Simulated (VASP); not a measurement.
A run of VASP 6.6.1 is set up as follows.

Contents of INCAR:

```
SYSTEM = BaTiO3
ALGO = Normal
EDIFF = 1E-6
ENCUT = 520
GGA = RE
ISIF = 2
ISMEAR = -1
LASPH = .True.
LCHARG = .True.
LELF = .True.
LREAL = .False.
LVHAR = .True.
LWAVE = .False.
NBANDS = 28
NELM = 80
PREC = Accurate
SIGMA = 0.05
```

The input KPOINTS:

```
k-points
0
Gamma
  7 7 7
  0 0 0
```

File POSCAR:

```
BaTiO3
1.0
    3.9998000000      0.0000000000      0.0000000000
    0.0000000000      3.9998000000      0.0000000000
    0.0000000000      0.0000000000      4.0180000000
Ba Ti O
1 1 3
Direct
    0.0000000000      0.0000000000      0.0000000000
    0.5000000000      0.5000000000      0.4900000000
    0.0000000000      0.5000000000      0.5170000000
    0.5000000000      0.0000000000      0.5170000000
    0.5000000000      0.5000000000      0.0190000000
```

Potentials or basis: VASP PAW PBE potentials, release 64 (Ba_sv, Ti_sv, O).

Run with:

```sh
$ cat potpaw_PBE.64/Ba_sv/POTCAR potpaw_PBE.64/Ti_sv/POTCAR potpaw_PBE.64/O/POTCAR > POTCAR
$ mpirun -np 1 vasp_std > vasp.out
```

Problem. Estimate the largest force.

Solution. 0.271 eV/Å.

Problem. Estimate the pressure.

Solution. 7.3 GPa.

Problem. What does it give for the band gap on the k mesh?

Solution. 1.89 eV, indirect (least direct gap 2.09 eV).

Forces on the atoms (eV/Å):
```
Ba   0.000  0.000  0.084
Ti   0.000  0.000 -0.123
O    0.000  0.000 -0.116
O    0.000  0.000 -0.116
O    0.000  0.000  0.271
```

Caveat: the PAW data sets were made with another functional, which shifts forces and pressure a little; spin-orbit coupling is left out, which moves the levels of the heavy elements. A k mesh can miss the band edges.
